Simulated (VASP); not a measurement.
# TiTe2 in VASP: further runs

The runs below take TiTe2 through single point, with r2SCAN.

Everything below comes from runs of VASP 6.6.1. Logs are shortened: lines on timing, memory, paths and dates and some standing lists are left out, and cuts for length are marked.

## (1) The cell of the first run

Symmetry: P-3m1, No. 164, trigonal system. The conventional cell has a = 3.827 Å, b = 3.827 Å, c = 7.199 Å, α = 90.00°, β = 90.00°, γ = 120.00°. Ti (site symmetry -3m) has 6 Te at 2.78 Å and 6 Ti at 3.83 Å within 3.9 Å. Te (site symmetry 3m) has 3 Ti at 2.78 Å and 9 Te at 3.83 to 4.04 Å within 4.1 Å.

## (2) Single point, r2SCAN (30.43 Å³/atom)

Input file POSCAR:

```
TiTe2
1.0
    3.8265381088      0.0000000000      0.0000000000
   -1.9132690544      3.3138792108      0.0000000000
    0.0000000000      0.0000000000      7.1987309047
Ti Te
1 2
Direct
    0.0000000000      0.0000000000      0.0000000000
    0.3333333333      0.6666666667      0.2349000396
    0.6666666667      0.3333333333      0.7650999604
```

Input file INCAR.step1:

```
ALGO = Normal
EDIFF = 1E-4
ENCUT = 520
GGA = PE
ISMEAR = 0
LASPH = True
LCHARG = False
LREAL = False
LWAVE = True
NBANDS = 19
NELM = 100
PREC = Accurate
SIGMA = 0.05
```

Input file INCAR.step2:

```
ALGO = Normal
EDIFF = 1E-6
ENCUT = 520
ISIF = 2
ISMEAR = 0
ISTART = 1
LASPH = True
LCHARG = True
LELF = True
LMIXTAU = True
LREAL = False
LVHAR = True
LWAVE = False
METAGGA = R2SCAN
NBANDS = 19
NELM = 100
PREC = Accurate
SIGMA = 0.05
```

Input file KPOINTS:

```
k-points
0
Gamma
  10 10 6
```

Potentials or basis: VASP PAW PBE potentials, release 64 (Ti_sv, Te).

Launch:

```console
> cat potpaw_PBE.64/Ti_sv/POTCAR potpaw_PBE.64/Te/POTCAR > POTCAR
> cp INCAR.step1 INCAR
> mpirun -np 1 vasp_std > vasp.out
> cp INCAR.step2 INCAR
> mpirun -np 1 vasp_std > vasp.out
```

OUTCAR:

```text
EDIFF = 1E-6
   ENCUT = 520
   ISIF = 2
   ISMEAR = 0
   ISTART = 1
   LASPH = True
   LREAL = False
   METAGGA = R2SCAN
   NELM = 100
   PREC = Accurate

 ion  position               nearest neighbor table
   1  0.000  0.000  0.000-   2 2.78   3 2.78   3 2.78   2 2.78   3 2.78   2 2.78
   2  0.333  0.667  0.235-   1 2.78   1 2.78   1 2.78
   3  0.667  0.333  0.765-   1 2.78   1 2.78   1 2.78

  LATTYP: Found a hexagonal cell.
 ALAT       =     3.8265381088
 C/A-ratio  =     1.8812646575

  Lattice vectors:

 A1 = (   3.8265381088,   0.0000000000,   0.0000000000)
 A2 = (  -1.9132690544,   3.3138792108,   0.0000000000)
 A3 = (   0.0000000000,   0.0000000000,   7.1987309047)

Analysis of symmetry for initial positions (statically):
=====================================================================
 Subroutine PRICEL returns:
 Original cell was already a primitive cell.

 Routine SETGRP: Setting up the symmetry group for a
 hexagonal supercell.

 Subroutine GETGRP returns: Found 12 space group operations
 (whereof 12 operations were pure point group operations)
 out of a pool of 24 trial point group operations.

The static configuration has the point symmetry D_3d.

Analysis of symmetry for dynamics (positions and initial velocities):
=====================================================================
 Subroutine PRICEL returns:
 Original cell was already a primitive cell.

 Routine SETGRP: Setting up the symmetry group for a
 hexagonal supercell.

 Subroutine GETGRP returns: Found 12 space group operations
 (whereof 12 operations were pure point group operations)
 out of a pool of 24 trial point group operations.

The dynamic configuration has the point symmetry D_3d.

 Subroutine INISYM returns: Found 12 space group operations
 (whereof 12 operations are pure point group operations),
 and found     1 'primitive' translations

----------------------------------------------------------------------------------------

                                     Primitive cell

  volume of cell :      91.2848

  direct lattice vectors                    reciprocal lattice vectors
     3.826538109  0.000000000  0.000000000     0.261332821  0.150880575  0.000000000
    -1.913269054  3.313879211  0.000000000     0.000000000  0.301761150  0.000000000
     0.000000000  0.000000000  7.198730905     0.000000000  0.000000000  0.138913374

  length of vectors
     3.826538109  3.826538109  7.198730905     0.301761150  0.301761150  0.138913374

  position of ions in fractional coordinates (direct lattice)
     0.000000000  0.000000000  0.000000000
     0.333333333  0.666666667  0.234900040
     0.666666667  0.333333333  0.765099960

  ion indices of the primitive-cell ions
   primitive index   ion index
                 1           1
                 2           2
                 3           3

----------------------------------------------------------------------------------------

 KPOINTS: k-points

Automatic generation of k-mesh.
 Grid dimensions read from file:
 generate k-points for:   10   10    6

 Generating k-lattice:

  Cartesian coordinates                     Fractional coordinates (reciprocal lattice)
     0.026133282  0.015088057  0.000000000     0.100000000  0.000000000  0.000000000
     0.000000000  0.030176115  0.000000000     0.000000000  0.100000000  0.000000000
     0.000000000  0.000000000  0.023152229     0.000000000  0.000000000  0.166666667

  Length of vectors
     0.030176115  0.030176115  0.023152229

  Shift w.r.t. Gamma in fractional coordinates (k-lattice)
     0.000000000  0.000000000  0.000000000

 Subroutine IBZKPT returns following result:
 ===========================================

 Found     72 irreducible k-points:

 Following reciprocal coordinates:
            Coordinates               Weight
  0.000000  0.000000  0.000000      1.000000
  0.100000 -0.000000  0.000000      6.000000
  0.200000 -0.000000  0.000000      6.000000
  0.300000  0.000000  0.000000      6.000000
  0.400000  0.000000  0.000000      6.000000
  0.500000  0.000000  0.000000      3.000000
[... 16 lines left out ...]
  0.000000  0.400000  0.166667      6.000000
  0.500000  0.000000  0.166667      6.000000
 [... further k-points ...]
   k-points           NKPTS =     72   k-points in BZ     NKDIM =     72   number of bands    NBANDS=     19
   number of dos      NEDOS =    301   number of ions     NIONS =      3
   total plane-waves  NPLWV =  42336
   dimension x,y,z NGX =    28 NGY =   28 NGZ =   54
   dimension x,y,z NGXF=    56 NGYF=   56 NGZF=  108
   ions per type =               1   2
   NGX,Y,Z   is equivalent  to a cutoff of  12.16, 12.16, 12.47 a.u.
   NGXF,Y,Z  is equivalent  to a cutoff of  24.33, 24.33, 24.94 a.u.
 SYSTEM =  unknown system
   PREC   = accura    normal or accurate (medium, high low for compatibility)
   ISTART =      1    job   : 0-new  1-cont  2-samecut
   ICHARG =      0    charge: 1-file 2-atom 10-const
   ISPIN  =      1    spin polarized calculation?
   LNONCOLLINEAR =      F non collinear calculations
   LSORBIT =      F    spin-orbit coupling
   LASPH  =      T    aspherical Exc in radial PAW
   ENCUT  =  520.0 eV  38.22 Ry    6.18 a.u.   7.11  7.11 13.38*2*pi/ulx,y,z
   NELM   =    100;   NELMIN=  2; NELMDL=  0     # of ELM steps
   EDIFF  = 0.1E-05   stopping-criterion for ELM
   LREAL  =      F    real-space projection
   EDIFFG = 0.1E-04   stopping-criterion for IOM
   NSW    =      0    number of steps for IOM
   IBRION =     -1    ionic relax: 0-MD 1-quasi-New 2-CG
   NFREE  =      0    steps in history (QN), initial steepest desc. (CG)
   ISIF   =      2    stress and relaxation
   ISYM   =      2    0-nonsym 1-usesym 2-fastsym
   POTIM  = 0.5000    time-step for ionic-motion
   TEBEG  =    0.0;   TEEND  =   0.0 temperature during run
   PSTRESS=    0.0 pullay stress
   NELECT =      24.0000    total number of electrons
   NUPDOWN=      -1.0000    fix difference up-down
   EMIN   =  10.00;   EMAX   =-10.00  energy-range for DOS
   EFERMI =   0.00;   METHOD = LEGACY
   ISMEAR =     0;   SIGMA  =   0.05  broadening in eV -4-tet -1-fermi 0-gaus
   EFERMI_NEDOS =   21; number of points for ismear=-14 and -15
   IALGO  =     38    algorithm
   IMIX   =      4    mixing-type and parameters
     AMIX     =   0.40;   BMIX     =  1.00
     AMIX_MAG =   1.60;   BMIX_MAG =  1.00
  volume/ion in A,a.u.               =      30.43       205.34
  Fermi-wavevector in a.u.,A,eV,Ry     =   1.048767  1.981882 14.965215  1.099912
  Thomas-Fermi vector in A             =   2.183702
   LORBIT       =      0    0 simple, 1 ext, 2 COOP (PROOUT), +10 PAW based schemes
   METAGGA = R2SCAN    functional components
   LHFCALC =     F    Hartree Fock is set to
   AEXX    =    0.0000 exact exchange contribution
   IVDW    =     0    specifies the selected vdW correction
   LEPSILON=     F    determine dielectric tensor
   LRPA    =     F    only Hartree local field effects (RPA)
 non-spin polarized calculation
 Gauss-broadening in eV      SIGMA  =   0.05
  energy-cutoff  :      520.00
  volume of cell :       91.28
 maximum number of plane-waves:      2488
   NGX = 15   NGY = 15   NGZ = 27

 number of electron      23.9999997 magnetization

 Free energy of the ion-electron system (eV)
  ---------------------------------------------------
  ext. energy  EPLUGINS =         0.00000000
  ---------------------------------------------------
  free energy    TOTEN  =       -66.28154928 eV

  energy without entropy =      -66.27968852  energy(sigma->0) =      -66.28061890

 E-fermi :   5.2994     XC(G=0):  -9.5781

 val. band max:        5.2943758644   @ k =   0.4000   0.0000   0.5000
 cond. band min:       5.3404651729   @ k =   0.0000   0.4000   0.1667
 fundamental gap:      0.0460893085
 Fermi energy:         5.2993791475

 k-point     1 :       0.0000    0.0000    0.0000
  band No.  band energies     occupation
      1     -54.8337      2.00000
      2     -30.0330      2.00000
      3     -30.0330      2.00000
      4     -29.9966      2.00000
      5      -7.2605      2.00000
      6      -6.1159      2.00000
[... 11 lines left out ...]
     18      11.0307      0.00000
     19      11.0660      0.00000

 k-point     2 :       0.1000   -0.0000    0.0000
  band No.  band energies     occupation
      1     -54.8334      2.00000
      2     -30.0366      2.00000
      3     -30.0338      2.00000
      4     -29.9957      2.00000
      5      -7.1515      2.00000
      6      -6.0548      2.00000
[... 11 lines left out ...]
     18      11.4401      0.00000
     19      11.6806      0.00000

 k-point     3 :       0.2000   -0.0000    0.0000
  band No.  band energies     occupation
      1     -54.8328      2.00000
      2     -30.0459      2.00000
      3     -30.0360      2.00000
      4     -29.9935      2.00000
      5      -6.8402      2.00000
      6      -5.8883      2.00000
[... 11 lines left out ...]
     18      11.6945      0.00000
     19      11.9569      0.00000

 k-point     4 :       0.3000    0.0000    0.0000
  band No.  band energies     occupation
      1     -54.8320      2.00000
      2     -30.0574      2.00000
      3     -30.0386      2.00000
      4     -29.9908      2.00000
      5      -6.3826      2.00000
      6      -5.6721      2.00000
[... 407 lines left out ...]
     18      10.1837      0.00000
     19      11.3517      0.00000

 k-point    23 :       0.0000    0.4000    0.1667
  band No.  band energies     occupation
      1     -54.8313      2.00000
      2     -30.0666      2.00000
      3     -30.0407      2.00000
      4     -29.9886      2.00000
      5      -5.8974      2.00000
      6      -5.5120      2.00000
[... 11 lines left out ...]
     18      10.4190      0.00000
     19      10.9984      0.00000

 k-point    24 :       0.5000    0.0000    0.1667
  band No.  band energies     occupation
      1     -54.8311      2.00000
      2     -30.0702      2.00000
      3     -30.0415      2.00000
      4     -29.9877      2.00000
      5      -5.5925      2.00000
      6      -5.5385      2.00000
[... 11 lines left out ...]
     18      10.2798      0.00000
     19      11.0052      0.00000

 [... further k-points ...]

------------------------ aborting loop because EDIFF is reached ----------------------------------------

  FORCE on cell =-STRESS in cart. coord.  units (eV):
  Direction    XX          YY          ZZ          XY          YZ          ZX
  --------------------------------------------------------------------------------------
  -------------------------------------------------------------------------------------
  Total       -0.2936672     -0.2936672     -0.2633004      0.0000000      0.0000000      0.0000000
  in kB       -5.1542717     -5.1542717     -4.6212927      0.0000000      0.0000000      0.0000000
  external PRESSURE =      -4.9766120 kB  Pullay stress =       0.0000000 kB

 VOLUME and BASIS-vectors are now :
 -----------------------------------------------------------------------------
  energy-cutoff  :      520.00
  volume of cell :       91.28
      direct lattice vectors                 reciprocal lattice vectors
     3.826538109  0.000000000  0.000000000     0.261332821  0.150880575  0.000000000
    -1.913269054  3.313879211  0.000000000     0.000000000  0.301761150  0.000000000
     0.000000000  0.000000000  7.198730905     0.000000000  0.000000000  0.138913374

 POSITION                                       TOTAL-FORCE (eV/Angst)
 -----------------------------------------------------------------------------------
      0.00000      0.00000      0.00000         0.000000      0.000000      0.000000
     -0.00000      2.20925      1.69098         0.000000     -0.000000      0.025024
      1.91327      1.10463      5.50775        -0.000000      0.000000     -0.025024
 -----------------------------------------------------------------------------------
    total drift:                                0.000000      0.000000     -0.000000

  FREE ENERGIE OF THE ION-ELECTRON SYSTEM (eV)
  ---------------------------------------------------
  free  energy   TOTEN  =       -66.2815492832 eV

  energy  without entropy=      -66.2796885231  energy(sigma->0) =      -66.28061890
```

Run time: 13 min. Hardware: 1 thread of Intel Xeon 8259CL, shared host; peak memory 0.29 GiB.

Results:

```yaml
Free_energy: -66.2815 eV
Pressure: -0.5 GPa
Largest_force: 0.025 eV/Å
Band_gap_on_the_k_mesh: zero (bands 12 and 13 overlap by 0.45 eV)
```

Forces on the atoms (eV/Å):
```
Ti   0.000  0.000  0.000
Te   0.000  0.000  0.025
Te   0.000  0.000 -0.025
```

Caveat: the PAW data sets were made with another functional, which shifts forces and pressure a little; spin-orbit coupling is left out, which moves the levels of the heavy elements.

## (3) Single point, r2SCAN

This run uses another cell than the first one, of 28.43 Å³/atom.

Input file POSCAR:

```
TiTe2
1.0
    3.8151559437      0.0000000000      0.0000000000
   -1.9075779719      3.3040219667     -0.0330402197
    0.0000000000     -0.0676798923      6.7679892290
Ti Te
1 2
Direct
    0.0000000000      0.0000000000      0.0000000000
    0.3333333333      0.6666666667      0.2492036582
    0.6666666667      0.3333333333      0.7507963418
```

Input file INCAR.step1:

```
PREC = Accurate
ENCUT = 520
ISMEAR = 0
SIGMA = 0.05
LREAL = False
LASPH = True
NELM = 80
NBANDS = 19
GGA = PE
ALGO = Normal
EDIFF = 1E-4
LWAVE = True
LCHARG = False
```

Input file INCAR.step2:

```
PREC = Accurate
ENCUT = 520
EDIFF = 1E-6
ISMEAR = 0
SIGMA = 0.05
LREAL = False
LASPH = True
NELM = 80
ALGO = Normal
ISIF = 2
LWAVE = False
LCHARG = False
METAGGA = R2SCAN
LMIXTAU = True
NBANDS = 19
ISTART = 1
```

Input file KPOINTS:

```
Automatic mesh
0
Gamma
  10 10 6
```

Potentials or basis: VASP PAW PBE potentials, release 64 (Ti_sv, Te).

Launch:

```console
> cat potpaw_PBE.64/Ti_sv/POTCAR potpaw_PBE.64/Te/POTCAR > POTCAR
> cp INCAR.step1 INCAR
> mpirun -np 1 vasp_std > vasp.out
> cp INCAR.step2 INCAR
> mpirun -np 1 vasp_std > vasp.out
```

Run time: 24 min. Hardware: 1 thread of Intel Xeon 8259CL, shared host; peak memory 0.4 GiB.

It converged, with:

| Property | Result |
| --- | --- |
| Free energy | -66.2857 eV |
| Pressure | 0.2 GPa |
| Largest force | 0.154 eV/Å |
| Band gap on the k mesh | zero (bands 12 and 13 overlap by 0.54 eV) |

Forces in eV/Å, atoms in the order of the input:
```
Ti   0.000  0.000  0.000
Te   0.000  0.152  0.025
Te   0.000 -0.152 -0.025
```

Stress tensor (GPa, compression positive):
```
-0.15  0.00  0.00
 0.00  0.54  1.09
 0.00  1.09  0.19
```

Levels at points of the mesh, in eV from the Fermi level:
```tsv
k point	band 9	band 10	band 11	band 12	band 13	band 14	band 15	band 16
(0.00, 0.00, 0.00)	-1.97	0.07	0.35	0.37	0.51	0.83	0.87	3.15
(0.50, 0.00, 0.00)	-2.63	-2.52	-2.11	-1.25	0.10	1.13	1.51	2.50
(0.00, 0.50, 0.00)	-2.66	-2.52	-2.05	-1.25	0.06	1.12	1.50	2.57
(0.00, 0.00, 0.50)	-1.98	-1.93	0.35	0.37	0.63	0.71	1.07	3.37
(0.50, 0.00, 0.50)	-2.60	-2.26	-1.29	-0.95	-0.13	1.13	1.49	2.75
(0.00, 0.50, 0.50)	-2.51	-2.20	-1.45	-0.95	-0.16	1.12	1.47	2.72
```

Caveat: the PAW data sets were made with another functional, which shifts forces and pressure a little; spin-orbit coupling is left out, which moves the levels of the heavy elements.

The gap in the log of VASP goes by the Fermi energy; the results here count the filled bands.